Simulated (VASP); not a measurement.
TiSi2:

```
CELL_PARAMETERS angstrom
4.37464 0.00000 0.00000
-2.18732 3.78855 0.00000
0.00000 0.00000 2.56101
ATOMIC_POSITIONS crystal
Ti 0.00000 0.00000 0.00000
Si 0.33333 0.66667 0.50000
Si 0.66667 0.33333 0.50000
```

| Property | Result |
| --- | --- |
| Program | VASP 6.6.1 |
| Task | relaxation of cell and atoms |
| Functional | LDA |
| Potentials or basis | VASP PAW LDA potentials, release 64 (Ti_sv, Si) |
| Cutoff | 600 eV |
| k mesh | 7 × 7 × 10 |
| Occupations | fermi-dirac, width 0.05 eV |
| Spin | no spin polarisation |

At the start: pressure -7.0 GPa; volume 14.15 Å³/atom.

Task: How do energy, volume and symmetry change on relaxing?

Result: Over 3 steps the energy falls by 16.2 meV/atom and the volume is 13.45 Å³/atom (-4.9 %); space group P6/mmm (No. 191, to 0.1 Å) before and after.

The path:
| step | energy change (eV) | largest force (eV/Å) | pressure (GPa) | volume (Å³) |
| --- | --- | --- | --- | --- |
| 1 | 0.0000 | 0.0003 | -6.99 | 42.45 |
| 2 | -0.0165 | 0.0002 | 6.60 | 38.76 |
| 3 | -0.0485 | 0.0002 | 0.00 | 40.36 |

Final structure:
```cif
data_structure
_symmetry_space_group_name_H-M 'P 1'
_symmetry_Int_Tables_number 1
_cell_length_a 4.3074
_cell_length_b 4.3075
_cell_length_c 2.5115
_cell_angle_alpha 90.000
_cell_angle_beta 90.000
_cell_angle_gamma 120.000
_cell_volume 40.36
loop_
_atom_site_label
_atom_site_type_symbol
_atom_site_fract_x
_atom_site_fract_y
_atom_site_fract_z
_atom_site_occupancy
Ti1 Ti 0.00000 0.00000 0.00000 1
Si1 Si 0.33333 0.66667 0.50000 1
Si2 Si 0.66667 0.33333 0.50000 1
```
